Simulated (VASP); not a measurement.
# Al2O3 (P-6m2) in VASP: dielectric tensor with PBEsol

Aim: the dielectric tensor of Al2O3 with PBEsol.

Everything below comes from runs of VASP 6.6.1. Logs are shortened: lines on timing, memory, paths and dates and some standing lists are left out, and cuts for length are marked.

### 1 The cell of the first run

It takes space group P-6m2 (No. 187, hexagonal). Conventional cell: a = 2.884 Å, b = 2.884 Å, c = 9.337 Å, α = 90.00°, β = 90.00°, γ = 120.00°. Al (site symmetry 3m) has 6 O at 1.80 to 2.18 Å within 2.4 Å. O (site symmetry 3m) has 3 Al at 1.80 Å within 2.4 Å. O (site symmetry -6m2) has 6 Al at 2.18 Å and 12 O at 2.66 to 2.88 Å within 2.9 Å.

### 2 Dielectric tensor, PBEsol

INCAR

```
SYSTEM = Al2O3
  ALGO = Normal
  EDIFF = 1E-8
  ENCUT = 520
  GGA = PS
  ISIF = 2
  ISMEAR = 0
  LASPH = .True.
  LCHARG = .False.
  LEPSILON = .True.
  LREAL = .False.
  LWAVE = .False.
  NELM = 60
  PREC = Accurate
  SIGMA = 0.01
```

KPOINTS

```
k-points
0
Gamma
  12 12 2
  0 0 0
```

POSCAR

```
Al2O3
1.0
    2.8843250000      0.0000000000      0.0000000000
   -1.4421620000      2.4978990000      0.0000000000
    0.0000000000      0.0000000000      9.3367540000
Al O
2 3
Direct
    0.0000000000      0.0000000000      0.1499920000
    0.0000000000      0.0000000000      0.8500080000
    0.3333333333      0.6666666667      0.2223170000
    0.6666666667      0.3333333333      0.0000000000
    0.3333333333      0.6666666667      0.7776830000
```

Potentials or basis: VASP PAW PBE potentials, release 64 (Al, O).

Run with:

```console
> cat potpaw_PBE.64/Al/POTCAR potpaw_PBE.64/O/POTCAR > POTCAR
> mpirun -np 1 vasp_std > vasp.out
```

OUTCAR:

```text
SYSTEM = Al2O3
   EDIFF = 1E-8
   ENCUT = 520
   GGA = PS
   ISIF = 2
   ISMEAR = 0
   LASPH = .True.
   LEPSILON = .True.
   LREAL = .False.
   NELM = 60
   PREC = Accurate

 ion  position               nearest neighbor table
   1  0.000  0.000  0.150-   3 1.80   3 1.80   3 1.80   4 2.18   4 2.18   4 2.18   2 2.80
   2  0.000  0.000  0.850-   5 1.80   5 1.80   5 1.80   4 2.18   4 2.18   4 2.18   1 2.80
   3  0.333  0.667  0.222-   1 1.80   1 1.80   1 1.80
   4  0.667  0.333  0.000-   1 2.18   2 2.18   1 2.18   2 2.18   1 2.18   2 2.18
   5  0.333  0.667  0.778-   2 1.80   2 1.80   2 1.80

  LATTYP: Found a hexagonal cell.
 ALAT       =     2.8843250000
 C/A-ratio  =     3.2370672514

  Lattice vectors:

 A1 = (   2.8843250000,   0.0000000000,   0.0000000000)
 A2 = (  -1.4421620000,   2.4978990000,   0.0000000000)
 A3 = (   0.0000000000,   0.0000000000,   9.3367540000)

Analysis of symmetry for initial positions (statically):
=====================================================================
 Subroutine PRICEL returns:
 Original cell was already a primitive cell.

 Routine SETGRP: Setting up the symmetry group for a
 hexagonal supercell.

 Subroutine GETGRP returns: Found 12 space group operations
 (whereof 12 operations were pure point group operations)
 out of a pool of 24 trial point group operations.

The static configuration has the point symmetry D_3h.

Analysis of symmetry for dynamics (positions and initial velocities):
=====================================================================
 Subroutine PRICEL returns:
 Original cell was already a primitive cell.

 Routine SETGRP: Setting up the symmetry group for a
 hexagonal supercell.

 Subroutine GETGRP returns: Found 12 space group operations
 (whereof 12 operations were pure point group operations)
 out of a pool of 24 trial point group operations.

The dynamic configuration has the point symmetry D_3h.

 Subroutine INISYM returns: Found 12 space group operations
 (whereof 12 operations are pure point group operations),
 and found     1 'primitive' translations

----------------------------------------------------------------------------------------

                                     Primitive cell

  volume of cell :      67.2690

  direct lattice vectors                    reciprocal lattice vectors
     2.884325000  0.000000000  0.000000000     0.346701568  0.200168152  0.000000000
    -1.442162000  2.497899000  0.000000000     0.000000000  0.400336443  0.000000000
     0.000000000  0.000000000  9.336754000     0.000000000  0.000000000  0.107103604

  length of vectors
     2.884325000  2.884324990  9.336754000     0.400336441  0.400336443  0.107103604

  position of ions in fractional coordinates (direct lattice)
     0.000000000  0.000000000  0.149992000
     0.000000000  0.000000000  0.850008000
     0.333333333  0.666666667  0.222317000
     0.666666667  0.333333333  0.000000000
     0.333333333  0.666666667  0.777683000

  ion indices of the primitive-cell ions
   primitive index   ion index
                 1           1
                 2           2
                 3           3
                 4           4
                 5           5

----------------------------------------------------------------------------------------

 KPOINTS: k-points

Automatic generation of k-mesh.
 Grid dimensions read from file:
 generate k-points for:   12   12    2

 Generating k-lattice:

  Cartesian coordinates                     Fractional coordinates (reciprocal lattice)
[... 91 lines left out ...]
 non-spin polarized calculation
 Gauss-broadening in eV      SIGMA  =   0.01
  energy-cutoff  :      520.00
  volume of cell :       67.27
 maximum number of plane-waves:      1846
 NGX is ok and might be reduce to    24
   NGX = 11   NGY = 11   NGZ = 35

--------------------------------------- Ionic step        1  -------------------------------------------

 number of electron      23.9999983 magnetization

 E-fermi :   0.8928     XC(G=0):  -8.6150

 val. band max:        0.8007218819   @ k =   0.1667   0.0000   0.0000
 cond. band min:       5.5433493360   @ k =   0.0000   0.0000   0.0000
 fundamental gap:      4.7426274541
 Fermi energy:         0.8927786722

 k-point     1 :       0.0000    0.0000    0.0000
  band No.  band energies     occupation
      1     -17.8478      2.00000
      2     -16.8126      2.00000
      3     -15.6089      2.00000
      4      -4.1999      2.00000
      5      -1.3276      2.00000
      6      -0.6827      2.00000
[... 433 lines left out ...]
      3     -15.3371      2.00000
      4      -4.4628      2.00000
      5      -4.2567      2.00000
      6      -2.9568      2.00000
[... 8 lines left out ...]
     15      10.2361      0.00000
     16      11.3028      0.00000

 [... further k-points ...]

  FORCE on cell =-STRESS in cart. coord.  units (eV):
  Direction    XX          YY          ZZ          XY          YZ          ZX
  --------------------------------------------------------------------------------------
  -------------------------------------------------------------------------------------
  Total       -1.2760532     -1.2760535     -0.9137076     -0.0000003      0.0000000     -0.0000000
  in kB      -30.3923570    -30.3923638    -21.7622028     -0.0000061      0.0000000     -0.0000000
  external PRESSURE =     -27.5156412 kB  Pullay stress =       0.0000000 kB

 VOLUME and BASIS-vectors are now :
 -----------------------------------------------------------------------------
  energy-cutoff  :      520.00
  volume of cell :       67.27
      direct lattice vectors                 reciprocal lattice vectors
     2.884325000  0.000000000  0.000000000     0.346701568  0.200168152  0.000000000
    -1.442162000  2.497899000  0.000000000     0.000000000  0.400336443  0.000000000
     0.000000000  0.000000000  9.336754000     0.000000000  0.000000000  0.107103604

 POSITION                                       TOTAL-FORCE (eV/Angst)
 -----------------------------------------------------------------------------------
      0.00000      0.00000      1.40044         0.000000      0.000000     -0.086224
      0.00000      0.00000      7.93632         0.000000      0.000000      0.086224
      0.00000      1.66527      2.07572        -0.000000     -0.000000     -0.143359
      1.44216      0.83263      0.00000        -0.000000      0.000000      0.000000
      0.00000      1.66527      7.26103        -0.000000      0.000000      0.143359
 -----------------------------------------------------------------------------------
    total drift:                                0.000024     -0.000014      0.000000

  FREE ENERGIE OF THE ION-ELECTRON SYSTEM (eV)
  ---------------------------------------------------
  free  energy   TOTEN  =       -38.1313100024 eV

  energy  without entropy=      -38.1313100024  energy(sigma->0) =      -38.13131000

 HEAD OF MICROSCOPIC STATIC DIELECTRIC TENSOR (INDEPENDENT PARTICLE, excluding Hartree and local field effects)
 ------------------------------------------------------
           2.787886     0.000001    -0.000000
           0.000001     2.787886     0.000000
           0.000000     0.000000     2.610653
 ------------------------------------------------------

 Free energy of the ion-electron system (eV)
  ---------------------------------------------------
  ---------------------------------------------------
  free energy    TOTEN  =        -0.34458273 eV

  energy without entropy =       -0.34458273

------------------------ aborting loop because EDIFF is reached ----------------------------------------

--------------------------------------- Ionic step        2  -------------------------------------------

------------------------ aborting loop because EDIFF is reached ----------------------------------------

--------------------------------------- Ionic step        3  -------------------------------------------

 Free energy of the ion-electron system (eV)
  ---------------------------------------------------
  ---------------------------------------------------
  free energy    TOTEN  =        -0.19162082 eV

  energy without entropy =       -0.19162082

------------------------ aborting loop because EDIFF is reached ----------------------------------------

 PIEZOELECTRIC TENSOR FIELD DIRECTION 3  (e Angst)
 -----------------------------------------------------------------------------
     0.00000  0.00000 -0.00000           (  0.00000  0.00000 -0.00000)
     0.00000  0.00000  0.00000           (  0.00000  0.00000  0.00000)
    -0.00000  0.00000  0.00000           ( -0.00000 -0.00000  0.00000)

 PIEZOELECTRIC TENSOR FIELD DIRECTION 3  (C/m^2)
 -----------------------------------------------------------------------------
     0.00000  0.00000 -0.00000
     0.00000  0.00000  0.00000
    -0.00000  0.00000  0.00000

 MACROSCOPIC STATIC DIELECTRIC TENSOR (including local field effects in DFT)
 ------------------------------------------------------
           2.708757     0.000001    -0.000000
           0.000001     2.708758    -0.000000
           0.000000     0.000000     1.946129
 ------------------------------------------------------

 PIEZOELECTRIC TENSOR (including local field effects)  for field in x, y, z        (e  Angst)
          XX          YY          ZZ          XY          YZ          ZX
  --------------------------------------------------------------------------------
  x    -0.00000     0.00000     0.00000    -0.08335     0.00000     0.00000
  y    -0.08335     0.08335     0.00000     0.00000     0.00000     0.00000
  z     0.00000     0.00000     0.00000     0.00000     0.00000     0.00000

 PIEZOELECTRIC TENSOR (including local field effects)  for field in x, y, z        (C/m^2)
          XX          YY          ZZ          XY          YZ          ZX
  --------------------------------------------------------------------------------
  x    -0.00000     0.00000     0.00000    -0.01985     0.00000     0.00000
  y    -0.01985     0.01985     0.00000     0.00000     0.00000     0.00000
  z     0.00000     0.00000     0.00000     0.00000     0.00000     0.00000

 BORN EFFECTIVE CHARGES (including local field effects) (in |e|, cummulative output)
 ---------------------------------------------------------------------------------
 ion    1
    1     3.01983     0.00000     0.00000
    2     0.00000     3.01983     0.00000
    3     0.00000     0.00000     1.51233
 ion    2
    1     3.01983     0.00000     0.00000
    2     0.00000     3.01983     0.00000
    3     0.00000    -0.00000     1.51233
 ion    3
    1    -1.90168    -0.00000     0.00000
    2    -0.00000    -1.90168    -0.00000
    3     0.00000    -0.00000    -0.91167
 ion    4
    1    -2.23631    -0.00000     0.00000
    2    -0.00000    -2.23631    -0.00000
    3     0.00000     0.00000    -1.20132
 ion    5
    1    -1.90168    -0.00000     0.00000
    2    -0.00000    -1.90168     0.00000
    3    -0.00000     0.00000    -0.91167
```

Wall time 4.4 min (1 thread of Intel Xeon Platinum 8488C (Sapphire Rapids), shared host); peak memory 0.45 GiB.

Results:

| Item | Value |
| --- | --- |
| Band gap on the k mesh | 4.74 eV (least direct gap 4.98 eV) |
| Electronic dielectric tensor (diagonal) | 2.71, 2.71, 1.95 |
| Born charges (mean of the diagonal) | Al +2.52; O -1.57, -1.89 (each value once) e |

Electronic dielectric tensor:
```
2.71 0.00 0.00
0.00 2.71 0.00
0.00 0.00 1.95
```

Born effective charge tensors (e):
atom 1, Al
```
3.02 0.00 0.00
0.00 3.02 0.00
0.00 0.00 1.51
```
atom 2, Al
```
3.02 0.00 0.00
0.00 3.02 0.00
0.00 0.00 1.51
```
atom 3, O
```
-1.90  0.00  0.00
 0.00 -1.90  0.00
 0.00  0.00 -0.91
```
atom 4, O
```
-2.24  0.00  0.00
 0.00 -2.24  0.00
 0.00  0.00 -1.20
```
atom 5, O
```
-1.90  0.00  0.00
 0.00 -1.90  0.00
 0.00  0.00 -0.91
```

Caveat: the PAW data sets were made with another functional, which shifts forces and pressure a little. A k mesh can miss the band edges.
